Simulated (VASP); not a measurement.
Set up this calculation in VASP 6.6.1, as the native input.

- Task: single point
- Functional: PBEsol
- Potentials or basis: VASP PAW PBE potentials, release 64 (Co)
- Cutoff: 600 eV
- k mesh: 13 × 13 × 13
- Occupations: fermi-dirac, width 0.1 eV
- Spin: no spin polarisation
- Dipole correction: no
- Further INCAR settings: ALGO = Normal; EDIFF = 1e-06; NBANDS = 16

The structure of Co lies in POSCAR:

```
Co
1.0
    0.0000000000      2.5177577645      2.5177577645
    2.5177577645      0.0000000000      2.5177577645
    2.5177577645      2.5177577645      0.0000000000
Co
2
Direct
    0.1250000000      0.1250000000      0.1250000000
    0.8750000000      0.8750000000      0.8750000000
```

This isn't the form of Co at room conditions, which is hcp.

One way to write it, as run:

INCAR

```
ALGO = Normal ; EDIFF = 1E-6
ENCUT = 600 ; GGA = PS
GGA_COMPAT = False ; ISIF = 2
ISMEAR = -1 ; LASPH = True
LCHARG = False ; LREAL = False
LWAVE = False ; NBANDS = 16
NELM = 120 ; PREC = Accurate
SIGMA = 0.1
```

KPOINTS

```
k-points
0
Gamma
  13 13 13
```

Potentials or basis: VASP PAW PBE potentials, release 64 (Co).

Command:

```console
$ cat potpaw_PBE.64/Co/POTCAR > POTCAR
$ mpirun -np 1 vasp_std > vasp.out
```

It gave:

- Pressure: -13.7 GPa
- Band gap on the k mesh: zero (bands 9 and 10 overlap by 0.74 eV)

Caveat: the cell stands under tension; the PAW data sets were made with another functional, which shifts forces and pressure a little; the run has no spin polarisation, though such a crystal can be magnetic.

Wall time 24 s on 1 thread of AMD EPYC 9R45 96-Core Processor (Zen 5), on a shared host, peak memory 0.15 GiB.
